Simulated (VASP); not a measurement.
Set up this calculation in VASP 6.6.1, as the native input.

- Task: single point
- Functional: r2SCAN
- Potentials or basis: VASP PAW PBE potentials, release 64 (Pb_d)
- Cutoff: 520 eV
- k mesh: 9 × 9 × 9
- Occupations: fermi-dirac, width 0.05 eV
- Spin: no spin polarisation
- Dipole correction: no
- Further INCAR settings: ALGO = Normal; EDIFF = 1e-07; NBANDS = 13

The system is Pb.

```
CELL_PARAMETERS angstrom
0.00000 2.49438 2.49438
2.49438 0.00000 2.49438
2.49438 2.49438 0.00000
ATOMIC_POSITIONS crystal
Pb 0.00000 0.00000 0.00000
```

These files were run (other wordings do the same):

POSCAR

```
Pb
1.0
    0.0000000000      2.4943827870      2.4943827870
    2.4943827870      0.0000000000      2.4943827870
    2.4943827870      2.4943827870      0.0000000000
Pb
1
Direct
    0.0000000000      0.0000000000      0.0000000000
```

INCAR.step1

```
SYSTEM = Pb
PREC     = Accurate       ! precision mode
ENCUT    = 520            ! plane-wave cutoff, eV
ISMEAR   = -1             ! smearing method
SIGMA    = 0.05           ! smearing width, eV
LREAL    = .FALSE.        ! projectors in reciprocal space
LASPH    = .TRUE.         ! aspherical terms in the spheres
NELM     = 60             ! most SCF steps
NBANDS   = 13             ! bands
GGA      = PE             ! functional
ALGO     = Normal         ! electronic algorithm
EDIFF    = 1E-4           ! SCF threshold, eV
LWAVE    = .TRUE.         ! write WAVECAR
LCHARG   = .FALSE.        ! write CHGCAR
```

INCAR.step2

```
SYSTEM = Pb
PREC     = Accurate       ! precision mode
ENCUT    = 520            ! plane-wave cutoff, eV
EDIFF    = 1E-7           ! SCF threshold, eV
ISMEAR   = -1             ! smearing method
SIGMA    = 0.05           ! smearing width, eV
LREAL    = .FALSE.        ! projectors in reciprocal space
LASPH    = .TRUE.         ! aspherical terms in the spheres
NELM     = 60             ! most SCF steps
ALGO     = Normal         ! electronic algorithm
ISIF     = 2              ! what is computed and relaxed
LWAVE    = .FALSE.        ! write WAVECAR
LCHARG   = .TRUE.         ! write CHGCAR
METAGGA  = R2SCAN         ! meta-GGA
LMIXTAU  = .TRUE.       
LELF     = .TRUE.         ! ELF
LVHAR    = .TRUE.       
NBANDS   = 13             ! bands
ISTART   = 1
```

KPOINTS

```
Automatic mesh
0
G
  9 9 9
  0 0 0
```

Potentials or basis: VASP PAW PBE potentials, release 64 (Pb_d).

Command:

```bash
$ cat potpaw_PBE.64/Pb_d/POTCAR > POTCAR
$ cp INCAR.step1 INCAR
$ mpirun -np 1 vasp_std > vasp.out
$ cp INCAR.step2 INCAR
$ mpirun -np 1 vasp_std > vasp.out
```

It gave:

- Pressure: 0.0 GPa
- Band gap on the k mesh: zero (band 7 reaches 14.50 eV, above the bottom of band 8 at 5.37 eV)

Caveat: the PAW data sets were made with another functional, which shifts forces and pressure a little; spin-orbit coupling is left out, which moves the levels of the heavy elements.

Run time: 48 s on 1 thread of Intel Xeon 6975P-C, on a shared host, peak memory 0.17 GiB.
